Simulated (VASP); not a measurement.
## Ca3As: relaxation of cell and atoms with PBE

Crystal: Ca3As.

```
Ca As
1.0
     5.28688    0.00000    0.00000
     0.00000    5.28688    0.00000
     0.00000    0.00000    3.48255
Ca As
3 1
Direct
  0.00000 0.50000 0.50000
  0.50000 0.00000 0.50000
  0.00000 0.00000 0.00000
  0.50000 0.50000 0.50000
```

The cell was generated, and may not be a known phase.

- Program: VASP 6.6.1
- Task: relaxation of cell and atoms
- Functional: PBE
- Potentials or basis: VASP PAW PBE potentials, release 64 (Ca_sv, As)
- Cutoff: 600 eV
- k mesh: 4 × 4 × 6
- Occupations: gaussian, width 0.1 eV
- Spin: no spin polarisation
- Dipole correction: no
- Further INCAR settings: ALGO = Normal; EDIFF = 1e-06; IBRION = 2; EDIFFG = -0.04; NSW = 90; ISIF = 3

* Relaxed volume: 44.27 Å³/atom
* Relaxed cell: a = 5.622 Å, b = 5.622 Å, c = 5.603 Å, α = 90.00°, β = 90.00°, γ = 90.00°
* Space group after relaxing (to 0.1 Å): P4/mmm (No. 123)
* Energy gained by relaxing: 621.5 meV/atom
* Ionic steps: 14
* Pressure after relaxing: 0.1 GPa
* Band gap on the k mesh: zero (an odd number of electrons rules out a gap without spin polarisation)

Step by step:
| step | energy change (eV) | largest force (eV/Å) | pressure (GPa) | volume (Å³) |
| --- | --- | --- | --- | --- |
| 1 | 0.0000 | 0.0000 | 18.32 | 97.34 |
| 2 | -1.9589 | 0.0000 | 0.31 | 141.93 |
| 3 | -1.9591 | 0.0000 | 0.23 | 142.46 |
| 4 | -2.0063 | 0.0000 | 0.11 | 144.20 |
| 5 | -2.1031 | 0.0000 | 0.02 | 149.01 |
| 6 | -2.3450 | 0.0000 | 0.35 | 156.84 |
| 7 | -2.2028 | 0.0000 | 3.45 | 165.88 |
| 8 | -2.4295 | 0.0000 | 1.24 | 161.32 |
| 9 | -2.4797 | 0.0000 | -0.17 | 175.65 |
| 10 | -2.4797 | 0.0000 | -0.19 | 175.89 |
| 11 | -2.4851 | 0.0000 | -0.15 | 178.19 |
| 12 | -2.4857 | 0.0000 | -0.14 | 179.33 |
| 13 | -2.4857 | 0.0000 | -0.14 | 179.17 |
| 14 | -2.4860 | 0.0000 | 0.09 | 177.08 |

Final structure:
```xyz
4
Lattice="5.6219 0.0000 0.0000 0.0000 5.6219 0.0000 0.0000 0.0000 5.6027" Properties=species:S:1:pos:R:3 pbc="T T T"
Ca    5.6219    2.8110    2.8013
Ca    2.8110    5.6219    2.8013
Ca    0.0000    0.0000    0.0000
As    2.8110    2.8110    2.8013
```

Levels at points of the mesh, in eV from the Fermi level:
| k point | band 15 | band 16 | band 17 | band 18 | band 19 | band 20 | band 21 |
| --- | --- | --- | --- | --- | --- | --- | --- |
| (0.00, 0.00, 0.00) | -1.30 | -1.30 | -0.89 | -0.08 | 0.20 | 0.81 | 0.95 |
| (0.50, 0.00, 0.00) | -1.46 | -1.07 | -0.94 | -0.52 | 0.30 | 1.00 | 1.22 |
| (0.50, 0.50, 0.00) | -2.80 | -1.47 | -1.14 | 0.30 | 0.30 | 1.04 | 1.61 |
| (0.00, 0.00, 0.50) | -1.39 | -1.24 | -1.24 | 0.56 | 0.76 | 1.11 | 1.11 |
| (0.50, 0.00, 0.50) | -1.80 | -1.34 | -1.23 | -0.09 | 0.19 | 0.69 | 1.13 |
| (0.50, 0.50, 0.50) | -2.67 | -1.75 | -0.67 | -0.28 | 0.46 | 0.63 | 0.63 |

Run time: 7.6 min on 1 thread of Intel(R) Xeon(R) Platinum 8488C (Sapphire Rapids), on a shared host, peak memory 0.25 GiB.

Caveat: the volume moved by over 15 % at a fixed basis, so the end points are rough.
